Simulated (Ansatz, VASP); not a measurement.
**Ni in VASP and in Ansatz**

```
Ni
1.0
     0.00000    1.73024    1.73024
     1.73024    0.00000    1.73024
     1.73024    1.73024    0.00000
Ni
1
Direct
  0.00000 0.00000 0.00000
```

Alike in both runs: functional r2SCAN; k mesh 9 × 9 × 9; no spin polarisation.

Ansatz relaxed the structure, and its values are those at the end. VASP's run is a single point on that final structure, the one shown.

```csv
,VASP,Ansatz
version,VASP 6.6.1,Ansatz 0.2.0
potentials or method,"VASP PAW PBE potentials, release 64 (Ni), cutoff 520 eV",PAW plane waves
occupations,"methfessel-paxton of order 1, width 0.0173 eV","cold, width 0.0173 eV"
valence electrons in the cell,10,18
```

Ansatz gave:

- gap on the k mesh at the Fermi level (eV): none
- pressure (GPa): 0.0

What did VASP give for the same quantities?

gap on the k mesh at the Fermi level (eV): none; pressure (GPa): 0.7.

VASP's potentials were made for PBE, not for r2SCAN. A gap of «none» marks a metal or a gap that the smearing closes. VASP's potentials hold 10 valence electrons a cell and Ansatz's 18, so a difference there can come from the potentials and not from the codes.
